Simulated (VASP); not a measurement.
# MgO (P6_3/mmc) in VASP: single point with LDA

Aim: the single point of MgO with LDA.

Program: VASP 6.6.1. These are calculated values, not measurements. Logs are shortened: lines on timing, memory, paths and dates and some standing lists are left out, and cuts for length are marked.

**1. The cell of the first run**

Symmetry: P6_3/mmc, No. 194, hexagonal system. The conventional cell has a = 3.452 Å, b = 3.452 Å, c = 4.140 Å, α = 90.00°, β = 90.00°, γ = 120.00°. Within 2.6 Å of Mg (site symmetry -6m2) lie 5 O at 1.99 to 2.07 Å. O (site symmetry -6m2) has 5 Mg at 1.99 to 2.07 Å within 2.6 Å.

**2. Single point, LDA**

INCAR

```
SYSTEM = MgO
ALGO     = Normal         ! electronic algorithm
EDIFF    = 1E-6           ! SCF threshold, eV
ENCUT    = 520            ! plane-wave cutoff, eV
GGA      = CA             ! functional
ISIF     = 2              ! what is computed and relaxed
ISMEAR   = 0              ! smearing method
LASPH    = .True.         ! aspherical terms in the spheres
LCHARG   = .False.        ! write CHGCAR
LREAL    = .False.        ! projectors in reciprocal space
LWAVE    = .False.        ! write WAVECAR
NBANDS   = 36             ! bands
NELM     = 100            ! most SCF steps
PREC     = Accurate       ! precision mode
SIGMA    = 0.05           ! smearing width, eV
```

KPOINTS

```
k-points
0
Gamma
  8 8 2
  0 0 0
```

POSCAR

```
MgO
1.0
   -3.4517839558      0.0000000000      0.0000000000
   -1.7258919779     -2.9893325941      0.0000000000
    0.0000000000      0.0000000000     12.4189476803
Mg O
6 6
Direct
    0.6666666667      0.6666666667      0.2500000000
    0.6666666667      0.6666666667      0.5833333333
    0.6666666667      0.6666666667      0.9166666667
    0.3333333333      0.3333333333      0.0833333333
    0.3333333333      0.3333333333      0.4166666667
    0.3333333333      0.3333333333      0.7500000000
    0.6666666667      0.6666666667      0.0833333333
    0.6666666667      0.6666666667      0.4166666667
    0.6666666667      0.6666666667      0.7500000000
    0.3333333333      0.3333333333      0.2500000000
    0.3333333333      0.3333333333      0.5833333333
    0.3333333333      0.3333333333      0.9166666667
```

Potentials or basis: VASP PAW LDA potentials, release 64 (Mg, O).

Command:

```console
cat potpaw_LDA.64/Mg/POTCAR potpaw_LDA.64/O/POTCAR > POTCAR
mpirun -np 1 vasp_std > vasp.out
```

OUTCAR:

```text
SYSTEM = MgO
   EDIFF = 1E-6
   ENCUT = 520
   GGA = CA
   ISIF = 2
   ISMEAR = 0
   LASPH = .True.
   LREAL = .False.
   NELM = 100
   PREC = Accurate

 ion  position               nearest neighbor table
   1  0.667  0.667  0.250-  10 1.99  10 1.99  10 1.99   8 2.07   7 2.07   5 2.87   4 2.87   4 2.87
                             5 2.87   5 2.87   4 2.87
   2  0.667  0.667  0.583-  11 1.99  11 1.99  11 1.99   8 2.07   9 2.07   5 2.87   5 2.87   5 2.87
                             6 2.87   6 2.87   6 2.87
   3  0.667  0.667  0.917-  12 1.99  12 1.99  12 1.99   7 2.07   9 2.07   4 2.87   4 2.87   4 2.87
                             6 2.87   6 2.87   6 2.87
   4  0.333  0.333  0.083-   7 1.99   7 1.99   7 1.99  12 2.07  10 2.07   3 2.87   3 2.87   3 2.87
                             1 2.87   1 2.87   1 2.87
   5  0.333  0.333  0.417-   8 1.99   8 1.99   8 1.99  11 2.07  10 2.07   2 2.87   2 2.87   2 2.87
                             1 2.87   1 2.87   1 2.87
   6  0.333  0.333  0.750-   9 1.99   9 1.99   9 1.99  11 2.07  12 2.07   3 2.87   2 2.87   2 2.87
                             3 2.87   3 2.87   2 2.87
   7  0.667  0.667  0.083-   4 1.99   4 1.99   4 1.99   3 2.07   1 2.07
   8  0.667  0.667  0.417-   5 1.99   5 1.99   5 1.99   2 2.07   1 2.07
   9  0.667  0.667  0.750-   6 1.99   6 1.99   6 1.99   3 2.07   2 2.07
  10  0.333  0.333  0.250-   1 1.99   1 1.99   1 1.99   4 2.07   5 2.07
  11  0.333  0.333  0.583-   2 1.99   2 1.99   2 1.99   5 2.07   6 2.07
[... 8 lines left out ...]
 A1 = (   1.7258919779,   2.9893325941,   0.0000000000)
 A2 = (  -3.4517839558,   0.0000000000,   0.0000000000)
 A3 = (   0.0000000000,   0.0000000000,  12.4189476803)

Analysis of symmetry for initial positions (statically):
=====================================================================
 Subroutine PRICEL returns following result:

  LATTYP: Found a hexagonal cell.
 ALAT       =     3.4517839558
 C/A-ratio  =     1.1992781934

  Lattice vectors:

 A1 = (   1.7258919779,   2.9893325941,   0.0000000000)
 A2 = (  -3.4517839558,   0.0000000000,   0.0000000000)
 A3 = (   0.0000000000,   0.0000000000,   4.1396492264)

   3 primitive cells build up your supercell.

 Routine SETGRP: Setting up the symmetry group for a
 hexagonal supercell.

 Subroutine GETGRP returns: Found 24 space group operations
 (whereof 12 operations were pure point group operations)
 out of a pool of 24 trial point group operations.

The static configuration has the point symmetry D_3d.
 The point group associated with its full space group is D_6h.

Analysis of symmetry for dynamics (positions and initial velocities):
=====================================================================
 Subroutine PRICEL returns following result:

  LATTYP: Found a hexagonal cell.
[... 134 lines left out ...]
   EFERMI_NEDOS =   21; number of points for ismear=-14 and -15
   IALGO  =     38    algorithm
   IMIX   =      4    mixing-type and parameters
     AMIX     =   0.40;   BMIX     =  1.00
     AMIX_MAG =   1.60;   BMIX_MAG =  1.00
  volume/ion in A,a.u.               =      10.68        72.06
  Fermi-wavevector in a.u.,A,eV,Ry     =   1.180106  2.230077 18.948157  1.392650
  Thomas-Fermi vector in A             =   2.316405
   LORBIT       =      0    0 simple, 1 ext, 2 COOP (PROOUT), +10 PAW based schemes
   GGA     = CA    functional components
   LHFCALC =     F    Hartree Fock is set to
   AEXX    =    0.0000 exact exchange contribution
   IVDW    =     0    specifies the selected vdW correction
   LEPSILON=     F    determine dielectric tensor
   LRPA    =     F    only Hartree local field effects (RPA)
 non-spin polarized calculation
 Gauss-broadening in eV      SIGMA  =   0.05
  energy-cutoff  :      520.00
  volume of cell :      128.15
 maximum number of plane-waves:      3486
 NGX is ok and might be reduce to    28
   NGX = 13   NGY = 13   NGZ = 47

 number of electron      48.0000018 magnetization

 Free energy of the ion-electron system (eV)
  ---------------------------------------------------
  ext. energy  EPLUGINS =         0.00000000
  ---------------------------------------------------
  free energy    TOTEN  =       -79.57783712 eV

  energy without entropy =      -79.57783712  energy(sigma->0) =      -79.57783712

 E-fermi :   2.1223     XC(G=0): -10.7340

 val. band max:        1.8800973120   @ k =   0.0000   0.0000   0.0000
 cond. band min:       5.3625051587   @ k =   0.0000   0.0000   0.0000
 fundamental gap:      3.4824078468
 Fermi energy:         2.1223466561

 k-point     1 :       0.0000    0.0000    0.0000
  band No.  band energies     occupation
      1     -14.9157      2.00000
      2     -14.5356      2.00000
      3     -14.5356      2.00000
      4     -13.7564      2.00000
      5     -13.7564      2.00000
      6     -13.3627      2.00000
[... 769 lines left out ...]
     35      13.4820      0.00000
     36      13.4820      0.00000

------------------------ aborting loop because EDIFF is reached ----------------------------------------

  FORCE on cell =-STRESS in cart. coord.  units (eV):
  Direction    XX          YY          ZZ          XY          YZ          ZX
  --------------------------------------------------------------------------------------
  -------------------------------------------------------------------------------------
  Total       -1.5481862     -1.5481862     -1.4917725      0.0000000      0.0000000      0.0000000
  in kB      -19.3566912    -19.3566912    -18.6513612      0.0000000      0.0000000      0.0000000
  external PRESSURE =     -19.1215812 kB  Pullay stress =       0.0000000 kB

 VOLUME and BASIS-vectors are now :
 -----------------------------------------------------------------------------
  energy-cutoff  :      520.00
  volume of cell :      128.15
      direct lattice vectors                 reciprocal lattice vectors
    -3.451783956  0.000000000  0.000000000    -0.289705269  0.167261415  0.000000000
    -1.725891978 -2.989332594  0.000000000     0.000000000 -0.334522830  0.000000000
     0.000000000  0.000000000 12.418947680     0.000000000  0.000000000  0.080522120

 POSITION                                       TOTAL-FORCE (eV/Angst)
 -----------------------------------------------------------------------------------
     -3.45178     -1.99289      3.10474        -0.000000      0.000000     -0.000000
     -3.45178     -1.99289      7.24439        -0.000000      0.000000     -0.000000
     -3.45178     -1.99289     11.38404        -0.000000      0.000000     -0.000000
     -1.72589     -0.99644      1.03491        -0.000000      0.000000     -0.000000
     -1.72589     -0.99644      5.17456        -0.000000      0.000000     -0.000000
     -1.72589     -0.99644      9.31421        -0.000000      0.000000     -0.000000
     -3.45178     -1.99289      1.03491         0.000000      0.000000      0.000000
     -3.45178     -1.99289      5.17456         0.000000      0.000000      0.000000
     -3.45178     -1.99289      9.31421         0.000000     -0.000000     -0.000000
     -1.72589     -0.99644      3.10474         0.000000     -0.000000      0.000000
     -1.72589     -0.99644      7.24439         0.000000     -0.000000      0.000000
     -1.72589     -0.99644     11.38404         0.000000     -0.000000     -0.000000
 -----------------------------------------------------------------------------------
    total drift:                                0.000000     -0.000001     -0.000001

  FREE ENERGIE OF THE ION-ELECTRON SYSTEM (eV)
  ---------------------------------------------------
  free  energy   TOTEN  =       -79.5778371220 eV

  energy  without entropy=      -79.5778371220  energy(sigma->0) =      -79.57783712
```

Run time: 73 s. Hardware: 1 thread of Intel Xeon Platinum 8259CL at 2.50GHz (Skylake/Cascade Lake), shared host; peak memory 0.24 GiB.

What came out:

```yaml
Free_energy: -79.5778 eV
Pressure: -1.9 GPa
Band_gap_on_the_k_mesh: 3.48 eV
```

Levels at points of the mesh, in eV from the valence-band top:
| k point | band 21 | band 22 | band 23 | band 24 | band 25 | band 26 | band 27 | band 28 |
| --- | --- | --- | --- | --- | --- | --- | --- | --- |
| (0.00, 0.00, 0.00) | -1.11 | -0.85 | -0.85 | 0.00 | 3.48 | 5.17 | 5.17 | 7.85 |
| (0.50, 0.00, 0.00) | -1.12 | -0.60 | -0.60 | -0.55 | 6.90 | 7.10 | 7.10 | 7.56 |
| (0.00, 0.00, 0.50) | -0.92 | -0.92 | -0.52 | -0.52 | 4.02 | 4.02 | 6.50 | 6.50 |
| (0.50, 0.00, 0.50) | -0.86 | -0.86 | -0.71 | -0.71 | 6.96 | 6.96 | 7.25 | 7.25 |
